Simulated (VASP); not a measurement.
# AlN (I-4m2) in VASP: a series of runs

AlN is run at these levels: PBE; tasks: single point.

Program: VASP 6.6.1. These are calculated values, not measurements. Logs are shortened: lines on timing, memory, paths and dates and some standing lists are left out, and cuts for length are marked.

**1. The cell of the first run**

The structure is tetragonal, space group I-4m2 (No. 119). The conventional cell has a = 3.067 Å, b = 3.067 Å, c = 4.535 Å, α = 90.00°, β = 90.00°, γ = 90.00°. Within 2.5 Å of Al (site symmetry -4m2) lie 4 N at 1.91 Å. Within 2.5 Å of N (site symmetry -4m2) lie 4 Al at 1.91 Å.

**2. Single point, PBE (strain -0.015 along x and y, +0.030 along z)**

The input, INCAR:

```
SYSTEM = AlN
PREC = Accurate
ENCUT = 520
EDIFF = 1E-6
ISMEAR = 0
SIGMA = 0.05
LREAL = .FALSE.
LASPH = .TRUE.
NELM = 80
ALGO = Normal
ISIF = 2
LWAVE = .FALSE.
LCHARG = .FALSE.
GGA = PE
NBANDS = 11
```

The input, KPOINTS:

```
Automatic mesh
0
G
  10 10 10
  0 0 0
```

The input, POSCAR:

```
AlN
1.0
    0.0000000000      2.1685632977      2.2676347174
    2.1685632977      0.0000000000      2.2676347174
    2.1685632977      2.1685632977      0.0000000000
Al N
1 1
Direct
    0.0000000000      0.0000000000      0.0000000000
    0.7500000000      0.7500000000      0.7500000000
```

Potentials or basis: VASP PAW PBE potentials, release 64 (Al, N).

Launch:

```sh
$ cat potpaw_PBE.64/Al/POTCAR potpaw_PBE.64/N/POTCAR > POTCAR
$ mpirun -np 1 vasp_std > vasp.out
```

OUTCAR:

```text
SYSTEM = AlN
   PREC = Accurate
   ENCUT = 520
   EDIFF = 1E-6
   ISMEAR = 0
   LREAL = .FALSE.
   LASPH = .TRUE.
   NELM = 80
   ISIF = 2
   GGA = PE

 ion  position               nearest neighbor table
   1  0.000  0.000  0.000-   2 1.91   2 1.91   2 1.91   2 1.91
   2  0.750  0.750  0.750-   1 1.91   1 1.91   1 1.91   1 1.91

  LATTYP: Found a body centered tetragonal cell.
 ALAT       =     3.0668116265
 C/A-ratio  =     1.4788223038

  Lattice vectors:

 A1 = (  -2.1685632977,   0.0000000000,   2.2676347174)
 A2 = (   2.1685632977,   0.0000000000,   2.2676347174)
 A3 = (   0.0000000000,   2.1685632977,  -2.2676347174)

Analysis of symmetry for initial positions (statically):
=====================================================================
 Subroutine PRICEL returns:
 Original cell was already a primitive cell.

 Routine SETGRP: Setting up the symmetry group for a
 body centered tetragonal supercell.

 Subroutine GETGRP returns: Found  8 space group operations
 (whereof  8 operations were pure point group operations)
 out of a pool of 16 trial point group operations.

The static configuration has the point symmetry D_2d.

Analysis of symmetry for dynamics (positions and initial velocities):
=====================================================================
 Subroutine PRICEL returns:
 Original cell was already a primitive cell.

 Routine SETGRP: Setting up the symmetry group for a
 body centered tetragonal supercell.

 Subroutine GETGRP returns: Found  8 space group operations
 (whereof  8 operations were pure point group operations)
 out of a pool of 16 trial point group operations.

The dynamic configuration has the point symmetry D_2d.

 Subroutine INISYM returns: Found  8 space group operations
 (whereof  8 operations are pure point group operations),
 and found     1 'primitive' translations

----------------------------------------------------------------------------------------

                                     Primitive cell

  volume of cell :      21.3279

  direct lattice vectors                    reciprocal lattice vectors
     0.000000000  2.168563298  2.267634717    -0.230567399  0.230567399  0.220494066
     2.168563298  0.000000000  2.267634717     0.230567399 -0.230567399  0.220494066
     2.168563298  2.168563298  0.000000000     0.230567399  0.230567399 -0.220494066

  length of vectors
     3.137647843  3.137647843  3.066811626     0.393624548  0.393624548  0.393624548

  position of ions in fractional coordinates (direct lattice)
     0.000000000  0.000000000  0.000000000
[... 81 lines left out ...]
   NSW    =      0    number of steps for IOM
   IBRION =     -1    ionic relax: 0-MD 1-quasi-New 2-CG
   NFREE  =      0    steps in history (QN), initial steepest desc. (CG)
   ISIF   =      2    stress and relaxation
   ISYM   =      2    0-nonsym 1-usesym 2-fastsym
   POTIM  = 0.5000    time-step for ionic-motion
   TEBEG  =    0.0;   TEEND  =   0.0 temperature during run
   PSTRESS=    0.0 pullay stress
   NELECT =       8.0000    total number of electrons
   NUPDOWN=      -1.0000    fix difference up-down
   EMIN   =  10.00;   EMAX   =-10.00  energy-range for DOS
   EFERMI =   0.00;   METHOD = LEGACY
   ISMEAR =     0;   SIGMA  =   0.05  broadening in eV -4-tet -1-fermi 0-gaus
   EFERMI_NEDOS =   21; number of points for ismear=-14 and -15
   IALGO  =     38    algorithm
   IMIX   =      4    mixing-type and parameters
     AMIX     =   0.40;   BMIX     =  1.00
     AMIX_MAG =   1.60;   BMIX_MAG =  1.00
  volume/ion in A,a.u.               =      10.66        71.96
  Fermi-wavevector in a.u.,A,eV,Ry     =   1.180653  2.231111 18.965736  1.393942
  Thomas-Fermi vector in A             =   2.316942
   LORBIT       =      0    0 simple, 1 ext, 2 COOP (PROOUT), +10 PAW based schemes
   GGA     = PE    functional components
   LHFCALC =     F    Hartree Fock is set to
   AEXX    =    0.0000 exact exchange contribution
   IVDW    =     0    specifies the selected vdW correction
   LEPSILON=     F    determine dielectric tensor
   LRPA    =     F    only Hartree local field effects (RPA)
 non-spin polarized calculation
 Gauss-broadening in eV      SIGMA  =   0.05
  energy-cutoff  :      520.00
  volume of cell :       21.33
 maximum number of plane-waves:       604
   NGX = 11   NGY = 11   NGZ = 11

 number of electron       8.0000001 magnetization

 Free energy of the ion-electron system (eV)
  ---------------------------------------------------
  ext. energy  EPLUGINS =         0.00000000
  ---------------------------------------------------
  free energy    TOTEN  =       -14.83447775 eV

  energy without entropy =      -14.83447775  energy(sigma->0) =      -14.83447775

 E-fermi :   6.1235     XC(G=0): -10.8338

 val. band max:        5.8365673908   @ k =  -0.1000   0.1000   0.0000
 cond. band min:       9.0048204776   @ k =   0.5000   0.0000   0.5000
 fundamental gap:      3.1682530869
 Fermi energy:         6.1235319712

 k-point     1 :       0.0000    0.0000    0.0000
  band No.  band energies     occupation
      1      -9.0908      2.00000
      2       5.6246      2.00000
      3       5.8275      2.00000
      4       5.8275      2.00000
      5       9.7366      0.00000
      6      18.0759      0.00000
      7      18.0759      0.00000
      8      18.1197      0.00000
      9      22.4338      0.00000
     10      23.5858      0.00000
     11      23.9785      0.00000
[... 309 lines left out ...]
 k-point    24 :       0.4000    0.3000    0.0000
  band No.  band energies     occupation
      1      -7.2377      2.00000
      2       1.4945      2.00000
      3       4.2093      2.00000
      4       4.5891      2.00000
      5      10.6611      0.00000
      6      15.5414      0.00000
      7      17.2476      0.00000
      8      20.3395      0.00000
      9      20.7493      0.00000
     10      27.1434      0.00000
     11      28.8725      0.00000

 [... further k-points ...]
[... 5 lines left out ...]
  --------------------------------------------------------------------------------------
  -------------------------------------------------------------------------------------
  Total        0.2636178      0.2636178     -0.6467972      0.0000000     -0.0000000      0.0000000
  in kB       19.8033218     19.8033218    -48.5882687      0.0000000     -0.0000000      0.0000000
  external PRESSURE =      -2.9938750 kB  Pullay stress =       0.0000000 kB

 VOLUME and BASIS-vectors are now :
 -----------------------------------------------------------------------------
  energy-cutoff  :      520.00
  volume of cell :       21.33
      direct lattice vectors                 reciprocal lattice vectors
     0.000000000  2.168563298  2.267634717    -0.230567399  0.230567399  0.220494066
     2.168563298  0.000000000  2.267634717     0.230567399 -0.230567399  0.220494066
     2.168563298  2.168563298  0.000000000     0.230567399  0.230567399 -0.220494066

 POSITION                                       TOTAL-FORCE (eV/Angst)
 -----------------------------------------------------------------------------------
      0.00000      0.00000      0.00000        -0.000000     -0.000000      0.000000
      3.25284      3.25284      3.40145         0.000000      0.000000     -0.000000
 -----------------------------------------------------------------------------------
    total drift:                               -0.000000     -0.000000      0.000000

  FREE ENERGIE OF THE ION-ELECTRON SYSTEM (eV)
  ---------------------------------------------------
  free  energy   TOTEN  =       -14.8344777491 eV

  energy  without entropy=      -14.8344777491  energy(sigma->0) =      -14.83447775
```

OSZICAR:

```text
N       E                     dE             d eps       ncg     rms          rms(c)
DAV:   1     0.111299888444E+02    0.11130E+02   -0.39063E+03  2284   0.608E+02
DAV:   2    -0.162633248627E+02   -0.27393E+02   -0.26285E+02  2694   0.136E+02
DAV:   3    -0.171642576052E+02   -0.90093E+00   -0.89996E+00  2744   0.238E+01
DAV:   4    -0.171689859133E+02   -0.47283E-02   -0.47279E-02  2601   0.188E+00
DAV:   5    -0.171690436609E+02   -0.57748E-04   -0.57747E-04  2721   0.200E-01    0.851E+00
DAV:   6    -0.148429166404E+02    0.23261E+01   -0.11903E+01  2631   0.172E+01    0.280E+00
DAV:   7    -0.148410753919E+02    0.18412E-02   -0.16145E-01  2523   0.320E+00    0.203E+00
DAV:   8    -0.148359516944E+02    0.51237E-02   -0.29541E-02  2475   0.162E+00    0.594E-01
DAV:   9    -0.148344210892E+02    0.15306E-02   -0.43614E-03  2703   0.392E-01    0.234E-01
DAV:  10    -0.148344670070E+02   -0.45918E-04   -0.45706E-04  2472   0.138E-01    0.167E-02
DAV:  11    -0.148344779708E+02   -0.10964E-04   -0.11623E-05  2640   0.255E-02    0.170E-02
DAV:  12    -0.148344777491E+02    0.22170E-06   -0.64512E-07  1587   0.593E-03
   1 F= -.14834478E+02 E0= -.14834478E+02  d E =-.592568E-18
```

stdout:

```text
POSCAR found type information on POSCAR AlN
 POSCAR found :  2 types and       2 ions
 scaLAPACK will be used
 LDA part: xc-table for (Slater+PW92), standard interpolation
 POSCAR, INCAR and KPOINTS ok, starting setup
 FFT: planning ... GRIDC
 FFT: planning ... GRID_SOFT
 FFT: planning ... GRID
 WAVECAR not read
 entering main loop
```

Wall time 16 s (1 thread of Intel Xeon Platinum 8488C (Sapphire Rapids), shared host); peak memory 0.14 GiB.

Results:

| Item | Value |
| --- | --- |
| Free energy | -14.8345 eV |
| Pressure | -0.3 GPa |
| Band gap on the k mesh | 3.17 eV, indirect (least direct gap 3.91 eV) |

Stress tensor (GPa, compression positive):
```
 1.98  0.00  0.00
 0.00  1.98  0.00
 0.00  0.00 -4.86
```

Levels at points of the mesh, in eV from the valence-band top:
| k point | band 1 | band 2 | band 3 | band 4 | band 5 | band 6 | band 7 | band 8 | band 9 |
| --- | --- | --- | --- | --- | --- | --- | --- | --- | --- |
| (0.00, 0.00, 0.00) | -14.93 | -0.21 | -0.01 | -0.01 | 3.90 | 12.24 | 12.24 | 12.28 | 16.60 |
| (0.50, 0.00, 0.00) | -12.94 | -5.84 | -0.75 | -0.37 | 7.00 | 9.63 | 10.63 | 11.33 | 17.52 |
| (0.50, 0.50, 0.00) | -12.46 | -5.20 | -1.58 | -1.58 | 3.38 | 8.85 | 13.04 | 15.59 | 15.59 |
| (0.50, 0.00, 0.50) | -12.27 | -4.77 | -1.95 | -1.93 | 3.17 | 8.16 | 13.80 | 14.59 | 15.90 |

Caveat: the cell differs from its parent crystal (strain -0.015 along x and y, +0.030 along z).

**3. Single point, PBE (strain +0.000 along x and y, +0.015 along z)**

The input, INCAR:

```
SYSTEM = AlN
PREC     = Accurate       ! precision mode
ENCUT    = 520            ! plane-wave cutoff, eV
EDIFF    = 1E-6           ! SCF threshold, eV
ISMEAR   = 0              ! smearing method
SIGMA    = 0.05           ! smearing width, eV
LREAL    = .FALSE.        ! projectors in reciprocal space
LASPH    = .TRUE.         ! aspherical terms in the spheres
NELM     = 80             ! most SCF steps
ALGO     = Normal         ! electronic algorithm
ISIF     = 2              ! what is computed and relaxed
LWAVE    = .FALSE.        ! write WAVECAR
LCHARG   = .FALSE.        ! write CHGCAR
GGA      = PE             ! functional
NBANDS   = 11             ! bands
```

The input, KPOINTS:

```
regular mesh
0
G
  10 10 10
  0 0 0
```

The input, POSCAR:

```
AlN
1.0
    0.0000000000      2.2015871043      2.2346109109
    2.2015871043      0.0000000000      2.2346109109
    2.2015871043      2.2015871043      0.0000000000
Al N
1 1
Direct
    0.0000000000      0.0000000000      0.0000000000
    0.7500000000      0.7500000000      0.7500000000
```

Potentials or basis: VASP PAW PBE potentials, release 64 (Al, N).

Launch:

```sh
$ cat potpaw_PBE.64/Al/POTCAR potpaw_PBE.64/N/POTCAR > POTCAR
$ mpirun -np 1 vasp_std > vasp.out
```

OUTCAR:

```text
SYSTEM = AlN
   PREC = Accurate
   ENCUT = 520
   EDIFF = 1E-6
   ISMEAR = 0
   LREAL = .FALSE.
   LASPH = .TRUE.
   NELM = 80
   ISIF = 2
   GGA = PE

 ion  position               nearest neighbor table
   1  0.000  0.000  0.000-   2 1.92   2 1.92   2 1.92   2 1.92
   2  0.750  0.750  0.750-   1 1.92   1 1.92   1 1.92   1 1.92

  LATTYP: Found a body centered tetragonal cell.
 ALAT       =     3.1135143416
 C/A-ratio  =     1.4354267658

  Lattice vectors:

 A1 = (  -2.2015871043,   0.0000000000,   2.2346109109)
 A2 = (   2.2015871043,   0.0000000000,   2.2346109109)
 A3 = (   0.0000000000,   2.2015871043,  -2.2346109109)

Analysis of symmetry for initial positions (statically):
=====================================================================
 Subroutine PRICEL returns:
 Original cell was already a primitive cell.

 Routine SETGRP: Setting up the symmetry group for a
 body centered tetragonal supercell.

 Subroutine GETGRP returns: Found  8 space group operations
 (whereof  8 operations were pure point group operations)
 out of a pool of 16 trial point group operations.

The static configuration has the point symmetry D_2d.

Analysis of symmetry for dynamics (positions and initial velocities):
[... 163 lines left out ...]
 fundamental gap:      3.2544393149
 Fermi energy:         5.9004725413

 k-point     1 :       0.0000    0.0000    0.0000
  band No.  band energies     occupation
      1      -9.1498      2.00000
      2       5.5668      2.00000
      3       5.6303      2.00000
      4       5.6303      2.00000
      5       9.4629      0.00000
      6      17.7826      0.00000
      7      17.7826      0.00000
      8      17.7999      0.00000
      9      22.7375      0.00000
     10      23.2231      0.00000
     11      23.9656      0.00000
[... 309 lines left out ...]
 k-point    24 :       0.4000    0.3000    0.0000
  band No.  band energies     occupation
      1      -7.2770      2.00000
      2       1.4886      2.00000
      3       3.9898      2.00000
      4       4.3084      2.00000
      5      10.4444      0.00000
      6      15.0152      0.00000
      7      17.2529      0.00000
      8      19.8563      0.00000
      9      20.3076      0.00000
     10      26.5908      0.00000
     11      28.4969      0.00000

 [... further k-points ...]
[... 5 lines left out ...]
  --------------------------------------------------------------------------------------
  -------------------------------------------------------------------------------------
  Total       -0.3229446     -0.3229446     -0.6066624      0.0000000      0.0000000      0.0000000
  in kB      -23.8855316    -23.8855316    -44.8697853      0.0000000      0.0000000      0.0000000
  external PRESSURE =     -30.8802828 kB  Pullay stress =       0.0000000 kB

 VOLUME and BASIS-vectors are now :
 -----------------------------------------------------------------------------
  energy-cutoff  :      520.00
  volume of cell :       21.66
      direct lattice vectors                 reciprocal lattice vectors
     0.000000000  2.201587104  2.234610911    -0.227108888  0.227108888  0.223752599
     2.201587104  0.000000000  2.234610911     0.227108888 -0.227108888  0.223752599
     2.201587104  2.201587104  0.000000000     0.227108888  0.227108888 -0.223752599

 POSITION                                       TOTAL-FORCE (eV/Angst)
 -----------------------------------------------------------------------------------
      0.00000      0.00000      0.00000         0.000000      0.000000      0.000000
      3.30238      3.30238      3.35192        -0.000000     -0.000000     -0.000000
 -----------------------------------------------------------------------------------
    total drift:                               -0.000000     -0.000000      0.000000

  FREE ENERGIE OF THE ION-ELECTRON SYSTEM (eV)
  ---------------------------------------------------
  free  energy   TOTEN  =       -14.8428430585 eV

  energy  without entropy=      -14.8428430585  energy(sigma->0) =      -14.84284306
```

OSZICAR:

```text
N       E                     dE             d eps       ncg     rms          rms(c)
DAV:   1     0.118880949891E+02    0.11888E+02   -0.38559E+03  2260   0.602E+02
DAV:   2    -0.161432566423E+02   -0.28031E+02   -0.26766E+02  2696   0.136E+02
DAV:   3    -0.171460010204E+02   -0.10027E+01   -0.10015E+01  2748   0.247E+01
DAV:   4    -0.171516468502E+02   -0.56458E-02   -0.56454E-02  2583   0.203E+00
DAV:   5    -0.171517185278E+02   -0.71678E-04   -0.71677E-04  2730   0.216E-01    0.844E+00
DAV:   6    -0.148506323485E+02    0.23011E+01   -0.11998E+01  2645   0.171E+01    0.279E+00
DAV:   7    -0.148494659975E+02    0.11664E-02   -0.15427E-01  2475   0.316E+00    0.201E+00
DAV:   8    -0.148443443687E+02    0.51216E-02   -0.30151E-02  2430   0.164E+00    0.598E-01
DAV:   9    -0.148427857079E+02    0.15587E-02   -0.44308E-03  2736   0.395E-01    0.235E-01
DAV:  10    -0.148428333498E+02   -0.47642E-04   -0.47914E-04  2481   0.140E-01    0.159E-02
DAV:  11    -0.148428433146E+02   -0.99648E-05   -0.11443E-05  2673   0.251E-02    0.174E-02
DAV:  12    -0.148428430585E+02    0.25611E-06   -0.80658E-07  1569   0.657E-03
   1 F= -.14842843E+02 E0= -.14842843E+02  d E =-.138396E-16
```

Wall time 9.6 s (1 thread of Intel Xeon Platinum 8488C (Sapphire Rapids), shared host); peak memory 0.15 GiB.

Results:

```
Free energy            : -14.8428 eV
Pressure               : -3.1 GPa
Band gap on the k mesh : 3.25 eV, indirect (least direct gap 3.83 eV)
```

Caveat: the cell differs from its parent crystal (strain +0.000 along x and y, +0.015 along z). A k mesh can miss the band edges.
